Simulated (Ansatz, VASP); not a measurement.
**Hg: VASP beside Ansatz**

```xyz
2
Lattice="0.0000 3.3303 3.3303 3.3303 0.0000 3.3303 3.3303 3.3303 0.0000" Properties=species:S:1:pos:R:3 pbc="T T T"
Hg   -0.8326   -0.8326   -0.8326
Hg    0.8326    0.8326    0.8326
```

Alike in both runs: task relaxation of cell and atoms; functional PBE; k mesh 11 × 11 × 11; occupations fermi-dirac, width 0.05 eV; no spin polarisation.

|  | VASP | Ansatz |
| --- | --- | --- |
| version | VASP 6.6.1 | Ansatz 0.2.0 |
| potentials or method | VASP PAW PBE potentials, release 64 (Hg) | PAW with Ansatz's default frozen-core files, scalar-relativistic |
| plane-wave cutoff (eV) | 600 | 420 |
| valence electrons in the cell | 24 | 40 |

|  | VASP | Ansatz | Ansatz less VASP |
| --- | --- | --- | --- |
| relaxed volume (Å³/atom) | 57.18 | 56.45 | -0.728 |
| relaxed cell length with the largest relative difference (Å) | 5.448 | 5.425 | -0.0232 |

VASP's potentials hold 24 valence electrons a cell and Ansatz's 40, so a difference there can come from the potentials and not from the codes.

Neither program's run includes spin-orbit coupling. Noted on VASP's run: the volume moved by over 15 % at a fixed basis, so the end points are rough.
